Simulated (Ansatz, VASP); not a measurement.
**SnO2: VASP beside Ansatz**

```
Sn O
1.0
    -3.23725    0.00000    0.00000
    -1.61863   -2.80354    0.00000
    -0.97118   -0.56071   12.62548
Sn O
3 6
Direct
  0.56469 0.56469 0.50988
  0.96601 0.96601 0.16995
  0.16337 0.16337 0.84982
  0.61699 0.61699 0.24841
  0.81435 0.81435 0.92827
  0.21567 0.21567 0.58834
  0.51239 0.51239 0.77136
  0.91371 0.91371 0.43143
  0.31503 0.31503 0.09149
```

Alike in both runs: task single point; functional PBE; dispersion D3(BJ); k mesh 9 × 9 × 2; occupations gaussian, width 0.05 eV; no spin polarisation.

|  | VASP | Ansatz |
| --- | --- | --- |
| version | VASP 6.6.1 | Ansatz 0.2.0 |
| potentials or method | VASP PAW PBE potentials, release 64 (Sn_d, O), cutoff 520 eV | scalar-relativistic, plane waves, PAW |
| valence electrons in the cell | 78 | 78 |

VASP gave:

* gap on the k mesh at the Fermi level (eV): 1.38
* least direct gap on the mesh (eV): 1.38
* pressure (GPa): 1.6
* traceless stress, the component that is largest in VASP (GPa): -1.05
* rms of the force components (eV/Å): 0.114

What did Ansatz give for the same quantities?

gap on the k mesh at the Fermi level (eV): 1.40; least direct gap on the mesh (eV): 1.40; pressure (GPa): 0.9; traceless stress, the component that is largest in VASP (GPa): -1.27; rms of the force components (eV/Å): 0.124.

Atom by atom the forces differ by 0.027 eV/Å (rms over components).
